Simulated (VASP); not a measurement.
Write the native input for VASP 6.6.1 that does the following.

```
Task                   : relaxation of cell and atoms
Functional             : PBE
Potentials or basis    : VASP PAW PBE potentials, release 64 (Sc_sv, Bi_d, Te, S)
Cutoff                 : 600 eV
k mesh                 : 6 × 6 × 8
Occupations            : gaussian, width 0.1 eV
Spin                   : no spin polarisation
Dipole correction      : no
Further INCAR settings : ALGO = Normal; EDIFF = 1e-06; IBRION = 2; EDIFFG = -0.01; NSW = 100; ISIF = 3
```

The structure of ScBiTe3S lies in POSCAR:

```
ScBiTe3S
1.0
    6.0960368935      0.0000000027      0.0000000000
   -3.0480184491      5.2793228108      0.0000000000
    0.0000000000      0.0000000000      5.1440198686
Sc Bi Te S
1 1 3 1
Direct
    0.3333333333      0.6666666667      0.0000000000
    0.6666666667      0.3333333333      0.0000000000
    0.6665748682      0.8332874341      0.5000000000
    0.1667125659      0.8332874341      0.5000000000
    0.1667125659      0.3334251318      0.5000000000
    0.0000000000      0.0000000000      0.0000000000
```

These files were run (other wordings do the same):

INCAR

```
PREC = Accurate ; ENCUT = 600
EDIFF = 1E-6 ; ISMEAR = 0
SIGMA = 0.1 ; LREAL = F
LASPH = T ; NELM = 100
ALGO = Normal ; ISIF = 3
LWAVE = F ; LCHARG = F
GGA = PE ; IBRION = 2
NSW = 100 ; EDIFFG = -0.01
```

KPOINTS

```
regular mesh
0
Gamma
  6 6 8
```

Potentials or basis: VASP PAW PBE potentials, release 64 (Sc_sv, Bi_d, Te, S).

The run is started by

```console
$ cat potpaw_PBE.64/Sc_sv/POTCAR potpaw_PBE.64/Bi_d/POTCAR potpaw_PBE.64/Te/POTCAR potpaw_PBE.64/S/POTCAR > POTCAR
$ mpirun -np 1 vasp_std > vasp.out
```

It gave:

```json
{
  "Relaxed volume": "27.57 Å³/atom",
  "Relaxed cell": "a = 6.094 Å, b = 6.094 Å, c = 5.145 Å, α = 90.00°, β = 90.00°, γ = 120.00°",
  "Space group after relaxing (to 0.05 Å)": "P-6m2 (No. 187)",
  "Energy gained by relaxing": "0.0 meV/atom",
  "Ionic steps": "2",
  "Pressure after relaxing": "0.0 GPa",
  "Largest force after relaxing": "0.004 eV/Å",
  "Band gap on the k mesh": "zero (band 25 reaches 7.70 eV, above the bottom of band 26 at 6.14 eV)"
}
```

Caveat: spin-orbit coupling is left out, which moves the levels of the heavy elements.

It took 7.2 min on 1 thread of Intel Xeon 6975P-C, with other jobs on the host, peak memory 0.5 GiB.
